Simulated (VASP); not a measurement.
Runs of VASP 6.6.1 on BeRh4W. The structure is that of space group F-43m (No. 216), or close to it. The cells are those of the table. 

```csv
task,cell,k mesh,cutoff (eV),gap on the mesh (eV),pressure (GPa),relaxed volume (Å³/atom),largest force (eV/Å)
relaxation of cell and atoms,"relaxed from a = 5.008 Å, angles 60.0°, 6 atoms",10 × 10 × 10,600,none,0.0,14.78,-
single point,"a = 5.006 Å, angles 60.0°, 6 atoms",10 × 10 × 10,520,none,0.1,-,-
single point,"a = 4.625 Å, angles 60.0°, 6 atoms",6 × 6 × 6,520,none,(a),-,0.20
relaxation of cell and atoms,"relaxed from a = 4.625 Å, angles 60.0°, 6 atoms",4 × 4 × 4,600,none,0.1,14.81,0.01
single point,"a = 5.008 Å, angles 60.0°, 6 atoms",4 × 4 × 4,520,none,0.1,-,0.01
```

Alike in all rows: level PBE; potentials or basis VASP PAW PBE potentials, release 64 (Be, Rh_pv, W_sv); no spin polarisation; smearing gaussian 0.1 eV.

Problem. Fill in the values left out.

Solution. (a) 94.3.

Caveats: some runs use coarse meshes; spin-orbit coupling is left out, which moves the levels of the heavy elements; the volume moved by over 15 % at a fixed basis, so the end points are rough (some runs).

A k mesh can miss the band edges, and the runs leave out spin-orbit coupling on Rh, W.

A gap of «none» marks levels without a gap at the run's occupations.
